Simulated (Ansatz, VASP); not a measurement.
**Two plane-wave programs on BaTiO3**

```xyz
10
Lattice="4.0165 0.0000 0.0000 0.0000 4.0165 0.0000 0.0000 0.0000 8.0696" Properties=species:S:1:pos:R:3 pbc="T T T"
Ba    0.0000    0.0000    0.0000
Ba    0.0000    0.0000    4.0348
Ti    2.0083    2.0083    1.9448
Ti    2.0083    2.0083    5.9796
O     2.0083    2.0083    0.0646
O     2.0083    2.0083    4.0994
O     2.0083    0.0000    2.0779
O     2.0083    0.0000    6.1127
O     0.0000    2.0083    2.0779
O     0.0000    2.0083    6.1127
```

Alike in both runs: task single point; functional PBE; k mesh 6 × 6 × 3; occupations fermi-dirac, width 0.1189 eV; no spin polarisation.

```csv
,VASP,Ansatz
version,VASP 6.6.1,Ansatz 0.2.0
potentials or method,"VASP PAW PBE potentials, release 64 (Ba_sv, Ti_sv, O), cutoff 520 eV",PAW plane waves
valence electrons in the cell,80,80
```

```csv
,VASP,Ansatz,Ansatz less VASP
pressure (GPa),2.3,0.6,-1.74
"traceless stress, the component that is largest in VASP (GPa)",0.99,0.94,-0.054
rms of the force components (eV/Å),0.120,0.130,+0.0101
```

Atom by atom the forces differ by 0.018 eV/Å (rms over components).

Neither program's run includes spin-orbit coupling.
